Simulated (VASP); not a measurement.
# Al (P6_3/mmc) in VASP: a series of runs, part 2 of 3

VASP 6.6.1. Earlier steps stand in the parts before.

**4. Single point, PBEsol**

This run uses another cell than the first one, of 16.22 Å³/atom, 1.023 times its volume.

Input file INCAR:

```
SYSTEM = Al
ALGO = Normal ; EDIFF = 1E-6
ENCUT = 520 ; GGA = PS
ISIF = 2 ; ISMEAR = -1
LASPH = .True. ; LCHARG = .False.
LREAL = .False. ; LWAVE = .False.
NBANDS = 14 ; NELM = 80
PREC = Accurate ; SIGMA = 0.1
```

Input file KPOINTS:

```
k-points
0
Gamma
  9 9 3
  0 0 0
```

Input file POSCAR:

```
Al
1.0
    2.8279467444      0.0000000000      0.0000000000
   -1.4139733722      2.4490737212      0.0000000000
    0.0000000000      0.0000000000      9.3658011164
Al
4
Direct
    0.0000000000      0.0000000000      0.0000000000
    0.3333333333      0.6666666667      0.2500000000
    0.0000000000      0.0000000000      0.5000000000
    0.6666666667      0.3333333333      0.7500000000
```

Potentials or basis: VASP PAW PBE potentials, release 64 (Al).

Run with:

```sh
cat potpaw_PBE.64/Al/POTCAR > POTCAR
mpirun -np 1 vasp_std > vasp.out
```

OUTCAR:

```text
SYSTEM = Al
   EDIFF = 1E-6
   ENCUT = 520
   GGA = PS
   ISIF = 2
   ISMEAR = -1
   LASPH = .True.
   LREAL = .False.
   NELM = 80
   PREC = Accurate

 ion  position               nearest neighbor table
   1  0.000  0.000  0.000-   2 2.85   4 2.85   4 2.85   2 2.85   4 2.85   2 2.85
   2  0.333  0.667  0.250-   1 2.85   3 2.85   1 2.85   3 2.85   1 2.85   3 2.85
   3  0.000  0.000  0.500-   2 2.85   4 2.85   4 2.85   2 2.85   4 2.85   2 2.85
   4  0.667  0.333  0.750-   1 2.85   3 2.85   1 2.85   3 2.85   1 2.85   3 2.85

  LATTYP: Found a hexagonal cell.
 ALAT       =     2.8279467444
 C/A-ratio  =     3.3118732292

  Lattice vectors:

 A1 = (   2.8279467444,   0.0000000000,   0.0000000000)
 A2 = (  -1.4139733722,   2.4490737212,   0.0000000000)
 A3 = (   0.0000000000,   0.0000000000,   9.3658011164)

Analysis of symmetry for initial positions (statically):
=====================================================================
 Subroutine PRICEL returns:
 Original cell was already a primitive cell.

 Routine SETGRP: Setting up the symmetry group for a
 hexagonal supercell.

 Subroutine GETGRP returns: Found 24 space group operations
 (whereof 12 operations were pure point group operations)
 out of a pool of 24 trial point group operations.

The static configuration has the point symmetry D_3d.
 The point group associated with its full space group is D_6h.

Analysis of symmetry for dynamics (positions and initial velocities):
=====================================================================
 Subroutine PRICEL returns:
 Original cell was already a primitive cell.

 Routine SETGRP: Setting up the symmetry group for a
 hexagonal supercell.

 Subroutine GETGRP returns: Found 24 space group operations
 (whereof 12 operations were pure point group operations)
 out of a pool of 24 trial point group operations.

The dynamic configuration has the point symmetry D_3d.
 The point group associated with its full space group is D_6h.

 Subroutine INISYM returns: Found 24 space group operations
 (whereof 12 operations are pure point group operations),
 and found     1 'primitive' translations

[... 133 lines left out ...]
   NGX = 11   NGY = 11   NGZ = 35

 number of electron      12.0000000 magnetization

 Free energy of the ion-electron system (eV)
  ---------------------------------------------------
  ext. energy  EPLUGINS =         0.00000000
  ---------------------------------------------------
  free energy    TOTEN  =       -16.33703959 eV

  energy without entropy =      -16.28629613  energy(sigma->0) =      -16.31166786

 E-fermi :   8.0705     XC(G=0): -10.3209

 val. band max:        8.0566603306   @ k =   0.3333   0.2222   0.3333
 cond. band min:       8.2394423147   @ k =   0.2222   0.2222   0.3333
 fundamental gap:      0.1827819841
 Fermi energy:         8.0704869200

 k-point     1 :       0.0000    0.0000    0.0000
  band No.  band energies     occupation
      1      -3.1201      2.00000
      2      -1.4455      2.00000
      3      -1.4407      2.00000
      4       3.3936      2.00000
      5       3.5597      2.00000
      6      11.3363      0.00000
      7      11.3467      0.00000
      8      19.1322      0.00000
      9      19.1322      0.00000
     10      19.2833      0.00000
     11      19.2833      0.00000
     12      20.2202      0.00000
     13      20.2255      0.00000
     14      20.3255      0.00000
[... 377 lines left out ...]
      1       4.9349      2.00000
      2       5.0574      2.00000
      3       5.0574      2.00000
      4       5.3878      2.00000
      5       5.5637      2.00000
      6       5.5637      2.00000
      7       7.6229      1.97750
      8       7.6229      1.97750
      9       7.9551      1.52046
     10       9.3780      0.00000
     11       9.6637      0.00000
     12       9.6637      0.00000
     13      13.5069      0.00000
     14      13.5069      0.00000

------------------------ aborting loop because EDIFF is reached ----------------------------------------

  FORCE on cell =-STRESS in cart. coord.  units (eV):
  Direction    XX          YY          ZZ          XY          YZ          ZX
  --------------------------------------------------------------------------------------
  -------------------------------------------------------------------------------------
  Total        0.0246253      0.0246253      0.0347644      0.0000000      0.0000000     -0.0000000
  in kB        0.6082386      0.6082386      0.8586718      0.0000000      0.0000000     -0.0000000
  external PRESSURE =       0.6917163 kB  Pullay stress =       0.0000000 kB

 VOLUME and BASIS-vectors are now :
 -----------------------------------------------------------------------------
  energy-cutoff  :      520.00
  volume of cell :       64.87
      direct lattice vectors                 reciprocal lattice vectors
     2.827946744  0.000000000  0.000000000     0.353613448  0.204158820  0.000000000
    -1.413973372  2.449073721  0.000000000     0.000000000  0.408317639  0.000000000
     0.000000000  0.000000000  9.365801116     0.000000000  0.000000000  0.106771432

 POSITION                                       TOTAL-FORCE (eV/Angst)
 -----------------------------------------------------------------------------------
      0.00000      0.00000      0.00000        -0.000000      0.000000      0.000000
     -0.00000      1.63272      2.34145         0.000000     -0.000000      0.000000
      0.00000      0.00000      4.68290        -0.000000      0.000000      0.000000
      1.41397      0.81636      7.02435        -0.000000      0.000000     -0.000000
 -----------------------------------------------------------------------------------
    total drift:                               -0.000000      0.000000      0.000000

  FREE ENERGIE OF THE ION-ELECTRON SYSTEM (eV)
  ---------------------------------------------------
  free  energy   TOTEN  =       -16.3370395929 eV

  energy  without entropy=      -16.2862961336  energy(sigma->0) =      -16.31166786
```

OSZICAR:

```text
N       E                     dE             d eps       ncg     rms          rms(c)
DAV:   1     0.490149478884E+01    0.49015E+01   -0.40849E+03   672   0.654E+02
DAV:   2    -0.157032618345E+02   -0.20605E+02   -0.19132E+02   856   0.916E+01
DAV:   3    -0.164505574148E+02   -0.74730E+00   -0.73958E+00   932   0.136E+01
DAV:   4    -0.164551838630E+02   -0.46264E-02   -0.46260E-02   814   0.138E+00
DAV:   5    -0.164552385913E+02   -0.54728E-04   -0.54728E-04   912   0.150E-01    0.283E+00
DAV:   6    -0.163845156250E+02    0.70723E-01   -0.81833E-03   794   0.452E-01    0.161E+00
DAV:   7    -0.163377451045E+02    0.46771E-01   -0.18750E-02   786   0.659E-01    0.245E-01
DAV:   8    -0.163370467003E+02    0.69840E-03   -0.44148E-04   976   0.105E-01    0.307E-02
DAV:   9    -0.163370402198E+02    0.64805E-05   -0.11227E-05   840   0.170E-02    0.574E-03
DAV:  10    -0.163370395929E+02    0.62694E-06   -0.34159E-07   640   0.356E-03
   1 F= -.16337040E+02 E0= -.16311668E+02  d E =-.507435E-01
```

stdout:

```text
POSCAR found type information on POSCAR Al
 POSCAR found :  1 types and       4 ions
 scaLAPACK will be used
 -----------------------------------------------------------------------------
|                                                                             |
|                                                                             |
|     You enforced a specific xc type in the INCAR file but a different       |
|     I HOPE YOU KNOW WHAT YOU ARE DOING!                                     |
|                                                                             |
 -----------------------------------------------------------------------------

 LDA part: xc-table for (Slater+PW92), standard interpolation
 POSCAR, INCAR and KPOINTS ok, starting setup
 FFT: planning ... GRIDC
 FFT: planning ... GRID_SOFT
 FFT: planning ... GRID
 WAVECAR not read
 entering main loop
```

It took 20 s on 1 thread of AMD EPYC 9R45 (Zen 5), shared host; peak memory 0.15 GiB.

Results:

```yaml
Free_energy: -16.3370 eV
Pressure: 0.1 GPa
Band_gap_on_the_k_mesh: zero (band 6 reaches 11.91 eV, above the bottom of band 7 at 6.82 eV)
```

Caveat: the PAW data sets were made with another functional, which shifts forces and pressure a little.

**5. Relaxation of cell and atoms, LDA**

This run uses another cell than the first one, of 15.90 Å³/atom, 1.003 times its volume.

Input file INCAR:

```
SYSTEM = Al
ALGO = Normal
EDIFF = 1E-6
EDIFFG = -0.02
ENCUT = 600
IBRION = 2
ISIF = 3
ISMEAR = -1
LASPH = .TRUE.
LCHARG = .FALSE.
LREAL = .FALSE.
LWAVE = .FALSE.
NELM = 80
NSW = 80
PREC = Accurate
SIGMA = 0.1
```

Input file KPOINTS:

```
k-points
0
G
  9 9 3
  0 0 0
```

Input file POSCAR:

```
Al
1.0
    2.8270800000      0.0000000000      0.0000000000
   -1.4135400000      2.4483200000      0.0000000000
    0.0000000000      0.0000000000      9.1859900000
Al
4
Direct
    0.0000000000      0.0000000000      0.0000000000
    0.3333333333      0.6666666667      0.2500000000
    0.0000000000      0.0000000000      0.5000000000
    0.6666666667      0.3333333333      0.7500000000
```

Potentials or basis: VASP PAW LDA potentials, release 64 (Al).

Run with:

```sh
cat potpaw_LDA.64/Al/POTCAR > POTCAR
mpirun -np 1 vasp_std > vasp.out
```

OUTCAR:

```text
SYSTEM = Al
   EDIFF = 1E-6
   EDIFFG = -0.02
   ENCUT = 600
   IBRION = 2
   ISIF = 3
   ISMEAR = -1
   LASPH = .TRUE.
   LREAL = .FALSE.
   NELM = 80
   NSW = 80
   PREC = Accurate

 ion  position               nearest neighbor table
   1  0.000  0.000  0.000-   2 2.82   4 2.82   4 2.82   2 2.82   4 2.82   2 2.82
   2  0.333  0.667  0.250-   1 2.82   3 2.82   1 2.82   3 2.82   1 2.82   3 2.82
   3  0.000  0.000  0.500-   2 2.82   4 2.82   4 2.82   2 2.82   4 2.82   2 2.82
   4  0.667  0.333  0.750-   1 2.82   3 2.82   1 2.82   3 2.82   1 2.82   3 2.82

  LATTYP: Found a hexagonal cell.
 ALAT       =     2.8270800000
 C/A-ratio  =     3.2492854818

  Lattice vectors:

 A1 = (   2.8270800000,   0.0000000000,   0.0000000000)
 A2 = (  -1.4135400000,   2.4483200000,   0.0000000000)
 A3 = (   0.0000000000,   0.0000000000,   9.1859900000)

Analysis of symmetry for initial positions (statically):
=====================================================================
 Subroutine PRICEL returns:
 Original cell was already a primitive cell.

 Routine SETGRP: Setting up the symmetry group for a
 hexagonal supercell.

 Subroutine GETGRP returns: Found 24 space group operations
 (whereof 12 operations were pure point group operations)
 out of a pool of 24 trial point group operations.

The static configuration has the point symmetry D_3d.
 The point group associated with its full space group is D_6h.

Analysis of symmetry for dynamics (positions and initial velocities):
=====================================================================
 Subroutine PRICEL returns:
 Original cell was already a primitive cell.

 Routine SETGRP: Setting up the symmetry group for a
 hexagonal supercell.

 Subroutine GETGRP returns: Found 24 space group operations
 (whereof 12 operations were pure point group operations)
 out of a pool of 24 trial point group operations.

The dynamic configuration has the point symmetry D_3d.
 The point group associated with its full space group is D_6h.

 Subroutine INISYM returns: Found 24 space group operations
 (whereof 12 operations are pure point group operations),
[... 111 lines left out ...]
   NUPDOWN=      -1.0000    fix difference up-down
   EMIN   =  10.00;   EMAX   =-10.00  energy-range for DOS
   EFERMI =   0.00;   METHOD = LEGACY
   ISMEAR =    -1;   SIGMA  =   0.10  broadening in eV -4-tet -1-fermi 0-gaus
   EFERMI_NEDOS =   21; number of points for ismear=-14 and -15
   IALGO  =     38    algorithm
   IMIX   =      4    mixing-type and parameters
     AMIX     =   0.40;   BMIX     =  1.00
     AMIX_MAG =   1.60;   BMIX_MAG =  1.00
  volume/ion in A,a.u.               =      15.90       107.27
  Fermi-wavevector in a.u.,A,eV,Ry     =   0.939055  1.774557 11.997955  0.881825
  Thomas-Fermi vector in A             =   2.066329
   LORBIT       =      0    0 simple, 1 ext, 2 COOP (PROOUT), +10 PAW based schemes
   GGA     = CA    functional components
   LHFCALC =     F    Hartree Fock is set to
   AEXX    =    0.0000 exact exchange contribution
   IVDW    =     0    specifies the selected vdW correction
   LEPSILON=     F    determine dielectric tensor
   LRPA    =     F    only Hartree local field effects (RPA)
 conjugate gradient relaxation of ions
 non-spin polarized calculation
  energy-cutoff  :      600.00
  volume of cell :       63.58
 maximum number of plane-waves:      2140
 NGX is ok and might be reduce to    24
   NGX = 11   NGY = 11   NGZ = 37

--------------------------------------- Ionic step        1  -------------------------------------------

 number of electron      12.0000000 magnetization

 Free energy of the ion-electron system (eV)
  ---------------------------------------------------
  ext. energy  EPLUGINS =         0.00000000
  ---------------------------------------------------
  free energy    TOTEN  =       -16.72449356 eV

  energy without entropy =      -16.66689422  energy(sigma->0) =      -16.69569389

------------------------ aborting loop because EDIFF is reached ----------------------------------------

  FORCE on cell =-STRESS in cart. coord.  units (eV):
  Direction    XX          YY          ZZ          XY          YZ          ZX
  --------------------------------------------------------------------------------------
  -------------------------------------------------------------------------------------
  Total       -0.4804139     -0.4804127      0.6587644      0.0000000      0.0000000     -0.0000000
  in kB      -12.1058117    -12.1057810     16.6000129      0.0000000      0.0000000     -0.0000000
  external PRESSURE =      -2.5371933 kB  Pullay stress =       0.0000000 kB
[... 139 lines left out ...]
--------------------------------------- Ionic step        5  -------------------------------------------

 number of electron      12.0000000 magnetization

 Free energy of the ion-electron system (eV)
  ---------------------------------------------------
  ext. energy  EPLUGINS =         0.00000000
  ---------------------------------------------------
  free energy    TOTEN  =       -16.73284367 eV

  energy without entropy =      -16.68255328  energy(sigma->0) =      -16.70769848

 E-fermi :   8.1442     XC(G=0): -10.4901

 val. band max:        8.1329295730   @ k =   0.3333   0.2222   0.3333
 cond. band min:       8.3129047779   @ k =   0.2222   0.2222   0.3333
 fundamental gap:      0.1799752049
 Fermi energy:         8.1442345380

 k-point     1 :       0.0000    0.0000    0.0000
  band No.  band energies     occupation
      1      -3.1706      2.00000
      2      -1.4775      2.00000
      3      -1.4728      2.00000
      4       3.4178      2.00000
      5       3.5711      2.00000
      6      11.4231      0.00000
      7      11.4347      0.00000
      8      19.2983      0.00000
      9      19.2983      0.00000
     10      19.4552      0.00000
[... 328 lines left out ...]
  FREE ENERGIE OF THE ION-ELECTRON SYSTEM (eV)
  ---------------------------------------------------
  free  energy   TOTEN  =       -16.7328436720 eV

  energy  without entropy=      -16.6825532800  energy(sigma->0) =      -16.70769848

 reached required accuracy - stopping structural energy minimisation
```

OSZICAR:

```text
N       E                     dE             d eps       ncg     rms          rms(c)
DAV:   1     0.108552358006E+02    0.10855E+02   -0.47733E+03   480   0.105E+03
DAV:   2    -0.157745028956E+02   -0.26630E+02   -0.25095E+02   634   0.110E+02
DAV:   3    -0.168350386152E+02   -0.10605E+01   -0.10204E+01   662   0.193E+01
[... 26 lines left out ...]
DAV:   1    -0.167328703554E+02   -0.14451E-03   -0.25344E-03   600   0.319E-01    0.382E-02
DAV:   2    -0.167328541538E+02    0.16202E-04   -0.17807E-05   580   0.307E-02    0.169E-02
DAV:   3    -0.167328451298E+02    0.90239E-05   -0.34895E-06   534   0.108E-02    0.587E-03
DAV:   4    -0.167328436766E+02    0.14532E-05   -0.91881E-07   290   0.568E-03    0.217E-03
DAV:   5    -0.167328436720E+02    0.46123E-08   -0.63639E-08   292   0.214E-03
   5 F= -.16732844E+02 E0= -.16707698E+02  d E =-.118362E-03
```

Wall time 39 s (1 thread of AMD EPYC 9R45 (Zen 5), shared host); peak memory 0.13 GiB.

What came out:

```yaml
Free_energy: -16.7328 eV
Relaxed_volume: 15.87 Å³/atom
Relaxed_cell: a = 2.807 Å, b = 2.807 Å, c = 9.303 Å, α = 90.00°, β = 90.00°, γ = 120.00°
Space_group_after_relaxing_to_0.05_Å: P6_3/mmc (No. 194)
Energy_gained_by_relaxing: 2.1 meV/atom
Ionic_steps: 5
Pressure_after_relaxing: -0.1 GPa
Band_gap_on_the_k_mesh: zero (band 6 reaches 12.00 eV, above the bottom of band 7 at 6.88 eV)
```

Step by step:
```csv
step,energy change (eV),largest force (eV/Å),pressure (GPa),volume (Å³)
1,0.0000,0.0000,-0.25,63.58
2,-0.0075,0.0000,0.08,63.35
3,-0.0082,0.0000,0.21,63.26
4,-0.0082,0.0000,0.23,63.25
5,-0.0084,0.0000,-0.05,63.47
```

Final structure:
```
CELL_PARAMETERS angstrom
2.80669 0.00000 0.00000
-1.40335 2.43067 0.00000
0.00000 0.00000 9.30301
ATOMIC_POSITIONS crystal
Al 0.00000 0.00000 0.00000
Al 0.33333 0.66667 0.25000
Al 0.00000 0.00000 0.50000
Al 0.66667 0.33333 0.75000
```

Levels at points of the mesh, in eV from the Fermi level:
```tsv
k point	band 1	band 2	band 3	band 4	band 5	band 6	band 7	band 8	band 9	band 10
(0.00, 0.00, 0.00)	-11.31	-9.62	-9.62	-4.73	-4.57	3.28	3.29	11.15	11.15	11.31
```

**6. Relaxation of cell and atoms, BLYP+D3(BJ)**

This run uses another cell than the first one, of 15.90 Å³/atom, 1.003 times its volume.

Input file INCAR:

```
SYSTEM = Al
PREC = Accurate
ENCUT = 600
EDIFF = 1E-6
ISMEAR = -1
SIGMA = 0.1
LREAL = .FALSE.
LASPH = .TRUE.
NELM = 100
ALGO = Normal
ISIF = 3
LWAVE = .FALSE.
LCHARG = .FALSE.
GGA = B5
ALDAX = 1.0
AGGAX = 1.0
AGGAC = 1.0
ALDAC = 0.0
IVDW = 12
VDW_S6 = 1.0
VDW_S8 = 2.6996
VDW_A1 = 0.4298
VDW_A2 = 4.2359
IBRION = 2
NSW = 80
EDIFFG = -0.02
```

Input file KPOINTS:

```
regular mesh
0
G
  9 9 3
  0 0 0
```

POSCAR is that of step 5.

Potentials or basis: VASP PAW PBE potentials, release 64 (Al).

Run with:

```sh
cat potpaw_PBE.64/Al/POTCAR > POTCAR
mpirun -np 1 vasp_std > vasp.out
```

Run time: 89 s. Hardware: 1 thread of AMD EPYC 9R45 (Zen 5), shared host; peak memory 0.17 GiB.

Results (log left out):

```yaml
Free_energy: -13.8878 eV
Relaxed_volume: 15.53 Å³/atom
Relaxed_cell: a = 2.786 Å, b = 2.786 Å, c = 9.239 Å, α = 90.00°, β = 90.00°, γ = 120.00°
Space_group_after_relaxing_to_0.05_Å: P6_3/mmc (No. 194)
Energy_gained_by_relaxing: 4.2 meV/atom
Ionic_steps: 4
Pressure_after_relaxing: 0.1 GPa
Band_gap_on_the_k_mesh: zero (band 6 reaches 12.94 eV, above the bottom of band 7 at 7.80 eV)
Dispersion_energy_per_atom: -0.826 eV
```

The path:
```
step  energy change (eV)  largest force (eV/Å)  pressure (GPa)  volume (Å³)
   1              0.0000                0.0000           -1.73        63.58
   2             -0.0160                0.0000            0.17        62.01
   3             -0.0161                0.0000            0.33        61.89
   4             -0.0170                0.0000            0.09        62.10
```

Final structure:
```xyz
4
Lattice="2.7859 0.0000 0.0000 -1.3930 2.4127 0.0000 0.0000 0.0000 9.2394" Properties=species:S:1:pos:R:3 pbc="T T T"
Al    2.7859    0.0000    0.0000
Al    0.0000    1.6084    2.3098
Al    2.7859    0.0000    4.6197
Al    1.3930    0.8042    6.9295
```

Levels at points of the mesh, in eV from the Fermi level:
```tsv
k point	band 3	band 4	band 5	band 6	band 7	band 8
(0.00, 0.00, 0.00)	-9.76	-4.78	-4.67	3.30	3.32	11.35
```

Caveat: the PAW data sets were made with another functional, which shifts forces and pressure a little; pairwise dispersion overbinds metals, which lowers pressure and volume.

[end of part 2 of 3]
